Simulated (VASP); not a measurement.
The system is Zn.

```xyz
1
Lattice="-1.5690 1.5690 1.5690 1.5690 -1.5690 1.5690 1.5690 1.5690 -1.5690" Properties=species:S:1:pos:R:3 pbc="T T T"
Zn    0.0000    0.0000    0.0000
```

This isn't the form of Zn at room conditions, which is hcp.

```yaml
Program: VASP 6.6.1
Task: relaxation of cell and atoms
Functional: RPBE
Potentials_or_basis: VASP PAW PBE potentials, release 64 (Zn)
Cutoff: 600 eV
k_mesh: 12 × 12 × 12
Occupations: fermi-dirac, width 0.1 eV
Spin: no spin polarisation
```

At the start: pressure 2.7 GPa; volume 15.45 Å³/atom.

**Question.** Where does the relaxation end?

**Answer.** Over 3 steps the energy falls by 6.0 meV/atom and the volume is 16.19 Å³/atom (+4.8 %); space group Im-3m (No. 229, to 0.1 Å) before and after.

Step by step:
```tsv
step	energy change (eV)	largest force (eV/Å)	pressure (GPa)	volume (Å³)
1	0.0000	0.0000	2.75	15.45
2	-0.0058	0.0000	0.45	16.05
3	-0.0060	0.0000	-0.03	16.19
```

Final structure:
```
Zn
1.0
    -1.59372    1.59372    1.59372
     1.59372   -1.59372    1.59372
     1.59372    1.59372   -1.59372
Zn
1
Direct
  0.00000 0.00000 0.00000
```

Caveat: the PAW data sets were made with another functional, which shifts forces and pressure a little.
